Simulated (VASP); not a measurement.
Input of a VASP 6.6.1 run:

The input INCAR:

```
PREC     = Accurate       # precision mode
ENCUT    = 520            # plane-wave cutoff, eV
EDIFF    = 1E-6           # SCF threshold, eV
ISMEAR   = -1             # smearing method
SIGMA    = 0.05           # smearing width, eV
LREAL    = F              # projectors in reciprocal space
LASPH    = T              # aspherical terms in the spheres
NELM     = 150            # most SCF steps
ALGO     = Normal         # electronic algorithm
ISIF     = 2              # what is computed and relaxed
LWAVE    = F              # write WAVECAR
LCHARG   = F              # write CHGCAR
LMAXMIX  = 4              # l up to which the mixer works
LDAU     = T              # DFT+U
LDAUTYPE = 2            
LDAUL    = 2 -1           # shell
LDAUU    = 1 0            # U, eV
LDAUJ    = 0 0          
LDAUPRINT= 1            
GGA      = PE             # functional
NBANDS   = 14             # bands
```

KPOINTS

```
regular mesh
0
Gamma
  14 14 14
```

The input POSCAR:

```
TaSi
1.0
    0.0000000000      2.1717683557      2.1717683557
    2.1717683557      0.0000000000      2.1717683557
    2.1717683557      2.1717683557      0.0000000000
Ta Si
1 1
Direct
    0.0000000000      0.0000000000      0.0000000000
    0.5000000000      0.5000000000      0.5000000000
```

Potentials or basis: VASP PAW PBE potentials, release 64 (Ta_pv, Si).

The run is started by

```bash
$ cat potpaw_PBE.64/Ta_pv/POTCAR potpaw_PBE.64/Si/POTCAR > POTCAR
$ mpirun -np 1 vasp_std > vasp.out
```

**Question.** What does it give for the pressure?

**Answer.** 221.9 GPa.

**Question.** Estimate the band gap on the k mesh.

**Answer.** Zero (an odd number of electrons rules out a gap without spin polarisation).

Eigenvalues of the final occupation matrices:
```csv
site,spin,trace,eigenvalues
site 1 d,1,1.79,0.29 0.29 0.29 0.46 0.46
site 1 d,2,1.79,0.29 0.29 0.29 0.46 0.46
```

Caveat: the cell stands under pressure; spin-orbit coupling is left out, which moves the levels of the heavy elements; U without spin polarisation on a metal has little footing; the U is typed as a test and isn't derived for this compound.
